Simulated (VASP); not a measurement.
# Ru in VASP: a series of runs

Runs on Ru. Level: PBE. Tasks: single point.

Program: VASP 6.6.1. These are calculated values, not measurements. Logs are shortened: lines on timing, memory, paths and dates and some standing lists are left out, and cuts for length are marked.

## (1) The cell of the first run

The structure is cubic, space group Pm-3m (No. 221). Conventional cell: a = 2.513 Å, b = 2.513 Å, c = 2.513 Å, α = 90.00°, β = 90.00°, γ = 90.00°. Within 3.3 Å of Ru (site symmetry m-3m) lie 6 Ru at 2.51 Å.

## (2) Single point, PBE, collinear spin, ferromagnetic start

INCAR

```
PREC = Accurate
ENCUT = 520
EDIFF = 1E-6
ISMEAR = 0
SIGMA = 0.1
LREAL = False
LASPH = True
NELM = 150
ALGO = Normal
ISIF = 2
LWAVE = False
LCHARG = False
ISPIN = 2
MAGMOM = 1
LORBIT = 11
LMAXMIX = 4
GGA = PE
NBANDS = 17
```

KPOINTS

```
regular mesh
0
Gamma
  6 6 6
```

POSCAR

```
Ru
1.0
    2.5133610680      0.0000000000      0.0000000000
    0.0000000000      2.5133610680      0.0000000000
    0.0000000000      0.0000000000      2.5133610680
Ru
1
Direct
    0.5000000000      0.5000000000      0.5000000000
```

Potentials or basis: VASP PAW PBE potentials, release 64 (Ru_pv).

Started as:

```bash
> cat potpaw_PBE.64/Ru_pv/POTCAR > POTCAR
> mpirun -np 1 vasp_std > vasp.out
```

OUTCAR:

```text
PREC = Accurate
   ENCUT = 520
   EDIFF = 1E-6
   ISMEAR = 0
   LREAL = False
   LASPH = True
   NELM = 150
   ISIF = 2
   ISPIN = 2
   LORBIT = 11
   GGA = PE

 ion  position               nearest neighbor table
   1  0.500  0.500  0.500-

  LATTYP: Found a simple cubic cell.
 ALAT       =     2.5133610680

  Lattice vectors:

 A1 = (   2.5133610680,   0.0000000000,   0.0000000000)
 A2 = (   0.0000000000,   2.5133610680,   0.0000000000)
 A3 = (   0.0000000000,   0.0000000000,   2.5133610680)

Analysis of symmetry for initial positions (statically):
=====================================================================
 Subroutine PRICEL returns:
 Original cell was already a primitive cell.

 Routine SETGRP: Setting up the symmetry group for a
 simple cubic supercell.

 Subroutine GETGRP returns: Found 48 space group operations
 (whereof 48 operations were pure point group operations)
 out of a pool of 48 trial point group operations.

The static configuration has the point symmetry O_h .

Analysis of symmetry for dynamics (positions and initial velocities):
=====================================================================
 Subroutine PRICEL returns:
 Original cell was already a primitive cell.

 Routine SETGRP: Setting up the symmetry group for a
 simple cubic supercell.

 Subroutine GETGRP returns: Found 48 space group operations
 (whereof 48 operations were pure point group operations)
 out of a pool of 48 trial point group operations.

The dynamic configuration has the point symmetry O_h .

Analysis of structural, dynamic, and magnetic symmetry:
=====================================================================
 Subroutine PRICEL returns:
 Original cell was already a primitive cell.

 Routine SETGRP: Setting up the symmetry group for a
 simple cubic supercell.

 Subroutine GETGRP returns: Found 48 space group operations
 (whereof 48 operations were pure point group operations)
 out of a pool of 48 trial point group operations.

The overall configuration has the point symmetry O_h .

 Subroutine INISYM returns: Found 48 space group operations
 (whereof 48 operations are pure point group operations),
 and found     1 'primitive' translations

----------------------------------------------------------------------------------------

                                     Primitive cell

  volume of cell :      15.8769

  direct lattice vectors                    reciprocal lattice vectors
     2.513361068  0.000000000  0.000000000     0.397873594  0.000000000  0.000000000
     0.000000000  2.513361068  0.000000000     0.000000000  0.397873594  0.000000000
     0.000000000  0.000000000  2.513361068     0.000000000  0.000000000  0.397873594

  length of vectors
     2.513361068  2.513361068  2.513361068     0.397873594  0.397873594  0.397873594

  position of ions in fractional coordinates (direct lattice)
     0.500000000  0.500000000  0.500000000

  ion indices of the primitive-cell ions
   primitive index   ion index
                 1           1

----------------------------------------------------------------------------------------

 KPOINTS: regular mesh

Automatic generation of k-mesh.
 Grid dimensions read from file:
 generate k-points for:    6    6    6

 Generating k-lattice:

  Cartesian coordinates                     Fractional coordinates (reciprocal lattice)
     0.066312266  0.000000000  0.000000000     0.166666667  0.000000000  0.000000000
     0.000000000  0.066312266  0.000000000     0.000000000  0.166666667  0.000000000
     0.000000000  0.000000000  0.066312266     0.000000000  0.000000000  0.166666667

  Length of vectors
     0.066312266  0.066312266  0.066312266

  Shift w.r.t. Gamma in fractional coordinates (k-lattice)
     0.000000000  0.000000000  0.000000000

 Subroutine IBZKPT returns following result:
 ===========================================

 Found     20 irreducible k-points:

 Following reciprocal coordinates:
            Coordinates               Weight
  0.000000  0.000000  0.000000      1.000000
  0.166667  0.000000  0.000000      6.000000
  0.333333  0.000000  0.000000      6.000000
  0.500000  0.000000  0.000000      3.000000
  0.166667  0.166667  0.000000     12.000000
  0.333333  0.166667  0.000000     24.000000
[... 12 lines left out ...]
  0.500000  0.500000  0.333333      6.000000
  0.500000  0.500000  0.500000      1.000000
   k-points           NKPTS =     20   k-points in BZ     NKDIM =     20   number of bands    NBANDS=     17
   number of dos      NEDOS =    301   number of ions     NIONS =      1
   total plane-waves  NPLWV =   8000
   dimension x,y,z NGX =    20 NGY =   20 NGZ =   20
   dimension x,y,z NGXF=    40 NGYF=   40 NGZF=   40
   ions per type =               1
   NGX,Y,Z   is equivalent  to a cutoff of  13.23, 13.23, 13.23 a.u.
   NGXF,Y,Z  is equivalent  to a cutoff of  26.46, 26.46, 26.46 a.u.
 SYSTEM =  unknown system
   PREC   = accura    normal or accurate (medium, high low for compatibility)
   ISTART =      0    job   : 0-new  1-cont  2-samecut
   ICHARG =      2    charge: 1-file 2-atom 10-const
   ISPIN  =      2    spin polarized calculation?
   LNONCOLLINEAR =      F non collinear calculations
   LSORBIT =      F    spin-orbit coupling
   LASPH  =      T    aspherical Exc in radial PAW
   ENCUT  =  520.0 eV  38.22 Ry    6.18 a.u.   4.67  4.67  4.67*2*pi/ulx,y,z
   NELM   =    150;   NELMIN=  2; NELMDL= -5     # of ELM steps
   EDIFF  = 0.1E-05   stopping-criterion for ELM
   LREAL  =      F    real-space projection
   EDIFFG = 0.1E-04   stopping-criterion for IOM
   NSW    =      0    number of steps for IOM
   IBRION =     -1    ionic relax: 0-MD 1-quasi-New 2-CG
   NFREE  =      0    steps in history (QN), initial steepest desc. (CG)
   ISIF   =      2    stress and relaxation
   ISYM   =      2    0-nonsym 1-usesym 2-fastsym
   POTIM  = 0.5000    time-step for ionic-motion
   TEBEG  =    0.0;   TEEND  =   0.0 temperature during run
   PSTRESS=    0.0 pullay stress
   NELECT =      14.0000    total number of electrons
   NUPDOWN=      -1.0000    fix difference up-down
   EMIN   =  10.00;   EMAX   =-10.00  energy-range for DOS
   EFERMI =   0.00;   METHOD = LEGACY
   ISMEAR =     0;   SIGMA  =   0.10  broadening in eV -4-tet -1-fermi 0-gaus
   EFERMI_NEDOS =   21; number of points for ismear=-14 and -15
   IALGO  =     38    algorithm
   IMIX   =      4    mixing-type and parameters
     AMIX     =   0.40;   BMIX     =  1.00
     AMIX_MAG =   1.60;   BMIX_MAG =  1.00
  volume/ion in A,a.u.               =      15.88       107.14
  Fermi-wavevector in a.u.,A,eV,Ry     =   1.569866  2.966617 33.531282  2.464480
  Thomas-Fermi vector in A             =   2.671685
   LORBIT       =     11    0 simple, 1 ext, 2 COOP (PROOUT), +10 PAW based schemes
   GGA     = PE    functional components
   LHFCALC =     F    Hartree Fock is set to
   AEXX    =    0.0000 exact exchange contribution
   IVDW    =     0    specifies the selected vdW correction
   LEPSILON=     F    determine dielectric tensor
   LRPA    =     F    only Hartree local field effects (RPA)
 spin polarized calculation
 Gauss-broadening in eV      SIGMA  =   0.10
  energy-cutoff  :      520.00
  volume of cell :       15.88
 maximum number of plane-waves:       441
 NGX is ok and might be reduce to    20
   NGX =  9   NGY =  9   NGZ =  9

 number of electron      13.9999998 magnetization       0.5731789

 Free energy of the ion-electron system (eV)
  ---------------------------------------------------
  ext. energy  EPLUGINS =         0.00000000
  ---------------------------------------------------
  free energy    TOTEN  =        -7.95060004 eV

  energy without entropy =       -7.94292268  energy(sigma->0) =       -7.94676136

 E-fermi :  10.5398     XC(G=0): -13.0057

 val. band max:       10.5264226308   @ k =   0.3333   0.3333   0.0000
 cond. band min:      10.5827324377   @ k =   0.1667   0.1667   0.1667
 fundamental gap:      0.0563098068
 Fermi energy:        10.5398478796

 spin component 1

 k-point     1 :       0.0000    0.0000    0.0000
  band No.  band energies     occupation
      1     -32.1479      1.00000
      2     -32.1479      1.00000
      3     -32.1479      1.00000
      4       3.2612      1.00000
      5       4.9954      1.00000
      6       4.9954      1.00000
[... 9 lines left out ...]
     16      34.8460      0.00000
     17      38.8752      0.00000

 k-point     2 :       0.1667    0.0000    0.0000
  band No.  band energies     occupation
      1     -32.4171      1.00000
      2     -32.1249      1.00000
      3     -32.1249      1.00000
      4       3.9896      1.00000
      5       5.1686      1.00000
      6       5.8998      1.00000
[... 9 lines left out ...]
     16      39.5831      0.00000
     17      39.6400      0.00000

 k-point     3 :       0.3333    0.0000    0.0000
  band No.  band energies     occupation
      1     -32.9345      1.00000
      2     -32.0787      1.00000
      3     -32.0787      1.00000
      4       5.2342      1.00000
      5       5.5375      1.00000
      6       8.4736      1.00000
[... 9 lines left out ...]
     16      40.0445      0.00000
     17      40.0445      0.00000

 k-point     4 :       0.5000    0.0000    0.0000
  band No.  band energies     occupation
      1     -33.1836      1.00000
      2     -32.0554      1.00000
      3     -32.0554      1.00000
      4       5.7348      1.00000
      5       5.8969      1.00000
      6       9.2485      1.00000
[... 9 lines left out ...]
     16      38.7685      0.00000
     17      38.7685      0.00000
[... 262 lines left out ...]
  band No.  band energies     occupation
      1     -32.9855      1.00000
      2     -32.7281      1.00000
      3     -32.7127      1.00000
      4       5.6148      1.00000
      5       6.3443      1.00000
      6       6.9875      1.00000
[... 9 lines left out ...]
     16      33.0459      0.00000
     17      42.0940      0.00000

 k-point    19 :       0.5000    0.5000    0.3333
  band No.  band energies     occupation
      1     -32.9531      1.00000
      2     -32.9531      1.00000
      3     -32.6909      1.00000
      4       5.2177      1.00000
      5       6.3328      1.00000
      6       6.3328      1.00000
[... 9 lines left out ...]
     16      31.4887      0.00000
     17      39.6197      0.00000

 k-point    20 :       0.5000    0.5000    0.5000
  band No.  band energies     occupation
      1     -32.9213      1.00000
      2     -32.9213      1.00000
      3     -32.9213      1.00000
      4       5.5952      1.00000
      5       5.5952      1.00000
      6       5.5952      1.00000
[... 9 lines left out ...]
     16      30.3492      0.00000
     17      37.0085      0.00000
 Fermi energy:        10.5398478796

 spin component 2

 k-point     1 :       0.0000    0.0000    0.0000
  band No.  band energies     occupation
      1     -31.7329      1.00000
      2     -31.7329      1.00000
      3     -31.7329      1.00000
      4       3.4237      1.00000
      5       5.2766      1.00000
      6       5.2766      1.00000
[... 9 lines left out ...]
     16      34.9524      0.00000
     17      39.1283      0.00000

 k-point     2 :       0.1667    0.0000    0.0000
  band No.  band energies     occupation
      1     -32.0043      1.00000
      2     -31.7099      1.00000
      3     -31.7099      1.00000
      4       4.1607      1.00000
      5       5.4519      1.00000
      6       6.1713      1.00000
[... 9 lines left out ...]
     16      39.7010      0.00000
     17      39.8932      0.00000

 k-point     3 :       0.3333    0.0000    0.0000
  band No.  band energies     occupation
      1     -32.5255      1.00000
      2     -31.6635      1.00000
      3     -31.6635      1.00000
      4       5.4493      1.00000
      5       5.8256      1.00000
      6       8.6788      1.00000
[... 9 lines left out ...]
     16      40.2600      0.00000
     17      40.2600      0.00000

 k-point     4 :       0.5000    0.0000    0.0000
  band No.  band energies     occupation
      1     -32.7764      1.00000
      2     -31.6402      1.00000
      3     -31.6402      1.00000
      4       6.0258      1.00000
      5       6.1411      1.00000
      6       9.7025      1.00000
[... 9 lines left out ...]
     16      38.9385      0.00000
     17      38.9385      0.00000
[... 263 lines left out ...]
      1     -32.5769      1.00000
      2     -32.3179      1.00000
      3     -32.3023      1.00000
      4       5.9699      1.00000
      5       6.7353      1.00000
      6       7.3764      1.00000
[... 9 lines left out ...]
     16      33.2405      0.00000
     17      42.4336      0.00000

 k-point    19 :       0.5000    0.5000    0.3333
  band No.  band energies     occupation
      1     -32.5443      1.00000
      2     -32.5443      1.00000
      3     -32.2804      1.00000
      4       5.5830      1.00000
      5       6.7193      1.00000
      6       6.7193      1.00000
[... 9 lines left out ...]
     16      31.6888      0.00000
     17      39.9826      0.00000

 k-point    20 :       0.5000    0.5000    0.5000
  band No.  band energies     occupation
      1     -32.5123      1.00000
      2     -32.5123      1.00000
      3     -32.5123      1.00000
      4       5.9749      1.00000
      5       5.9749      1.00000
      6       5.9749      1.00000
[... 9 lines left out ...]
     16      30.5599      0.00000
     17      37.3864      0.00000

------------------------ aborting loop because EDIFF is reached ----------------------------------------

  FORCE on cell =-STRESS in cart. coord.  units (eV):
  Direction    XX          YY          ZZ          XY          YZ          ZX
  --------------------------------------------------------------------------------------
  -------------------------------------------------------------------------------------
  Total        0.1379177      0.1379177      0.1379177      0.0000000     -0.0000000      0.0000000
  in kB       13.9176552     13.9176552     13.9176552      0.0000000     -0.0000000      0.0000000
  external PRESSURE =      13.9176552 kB  Pullay stress =       0.0000000 kB

 VOLUME and BASIS-vectors are now :
 -----------------------------------------------------------------------------
  energy-cutoff  :      520.00
  volume of cell :       15.88
      direct lattice vectors                 reciprocal lattice vectors
     2.513361068  0.000000000  0.000000000     0.397873594  0.000000000  0.000000000
     0.000000000  2.513361068  0.000000000     0.000000000  0.397873594  0.000000000
     0.000000000  0.000000000  2.513361068     0.000000000  0.000000000  0.397873594

 POSITION                                       TOTAL-FORCE (eV/Angst)
 -----------------------------------------------------------------------------------
      1.25668      1.25668      1.25668         0.000000      0.000000      0.000000
 -----------------------------------------------------------------------------------
    total drift:                                0.000000      0.000000     -0.000000

  FREE ENERGIE OF THE ION-ELECTRON SYSTEM (eV)
  ---------------------------------------------------
  free  energy   TOTEN  =        -7.9506000360 eV

  energy  without entropy=       -7.9429226823  energy(sigma->0) =       -7.94676136

 total charge

# of ion       s       p       d       tot
------------------------------------------
    1        0.387   6.201   6.079  12.667

 magnetization (x)

# of ion       s       p       d       tot
------------------------------------------
    1        0.011   0.014   0.512   0.537
```

It took 9.8 s on 1 thread of Intel Xeon 6975P-C (Granite Rapids), shared host; peak memory 0.13 GiB.

What came out:

* Free energy: -7.9506 eV
* Pressure: 1.4 GPa
* Net moment: 0.57 μB per cell
* Site moments: Ru +0.54 μB
* Valence electrons inside the program's atomic spheres: Ru 12.67

Levels at points of the mesh, in eV from the Fermi level:
Spin up:
| k point | band 4 | band 5 | band 6 | band 7 | band 8 | band 9 | band 10 | band 11 |
| --- | --- | --- | --- | --- | --- | --- | --- | --- |
| (0.00, 0.00, 0.00) | -7.28 | -5.54 | -5.54 | 1.28 | 1.28 | 1.28 | 10.58 | 16.43 |
| (0.50, 0.00, 0.00) | -4.81 | -4.64 | -1.29 | -1.29 | -0.38 | 1.53 | 7.06 | 10.58 |
| (0.50, 0.50, 0.00) | -6.27 | -3.82 | -0.79 | -0.79 | 3.22 | 5.49 | 5.49 | 10.58 |
| (0.50, 0.50, 0.50) | -4.94 | -4.94 | -4.94 | 3.39 | 3.39 | 9.07 | 10.58 | 12.39 |
Spin down:
| k point | band 3 | band 4 | band 5 | band 6 | band 7 | band 8 | band 9 | band 10 | band 11 | band 12 |
| --- | --- | --- | --- | --- | --- | --- | --- | --- | --- | --- |
| (0.00, 0.00, 0.00) | -42.27 | -7.12 | -5.26 | -5.26 | 1.77 | 1.77 | 1.77 | 11.25 | 16.64 | 16.64 |
| (0.50, 0.00, 0.00) | -42.18 | -4.51 | -4.40 | -0.84 | -0.84 | -0.25 | 2.03 | 7.35 | 11.25 | 16.40 |
| (0.50, 0.50, 0.00) | -42.09 | -5.93 | -3.54 | -0.32 | -0.32 | 3.56 | 5.66 | 5.66 | 11.24 | 13.79 |
| (0.50, 0.50, 0.50) | -43.05 | -4.56 | -4.56 | -4.56 | 3.73 | 3.73 | 9.15 | 11.25 | 12.60 | 12.60 |

Caveat: the k points lie up to 0.42 Å⁻¹ apart.

[end of part 1 of 2]
